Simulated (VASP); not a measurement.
A run of VASP 6.6.1 is set up as follows.

File INCAR:

```
ALGO = Normal
EDIFF = 1E-6
ENCUT = 520
GGA = PE
ISIF = 2
ISMEAR = 0
LASPH = True
LCHARG = False
LREAL = False
LWAVE = False
NBANDS = 17
NELM = 80
PREC = Accurate
SIGMA = 0.05
```

KPOINTS

```
k-points
0
Gamma
  10 10 10
```

Contents of POSCAR:

```
PbS
1.0
    0.0000000000      2.9650000000      2.9650000000
    2.9650000000      0.0000000000      2.9650000000
    2.9650000000      2.9650000000      0.0000000000
Pb S
1 1
Direct
    0.0000000000      0.0000000000      0.0000000000
    0.4924114671      0.5075885329      0.5075885329
```

Potentials or basis: VASP PAW PBE potentials, release 64 (Pb_d, S).

Run with:

```console
$ cat potpaw_PBE.64/Pb_d/POTCAR potpaw_PBE.64/S/POTCAR > POTCAR
$ mpirun -np 1 vasp_std > vasp.out
```

Estimate the band gap on the k mesh.

0.39 eV, direct.

Predict the pressure.

2.2 GPa.

What does it give for the largest force?

0.027 eV/Å.

Stress tensor (GPa, compression positive):
```
2.29 0.00 0.00
0.00 2.20 0.00
0.00 0.00 2.20
```

Caveat: the cell differs from its parent crystal (one atom moved); spin-orbit coupling is left out, which moves the levels of the heavy elements. A k mesh can miss the band edges.
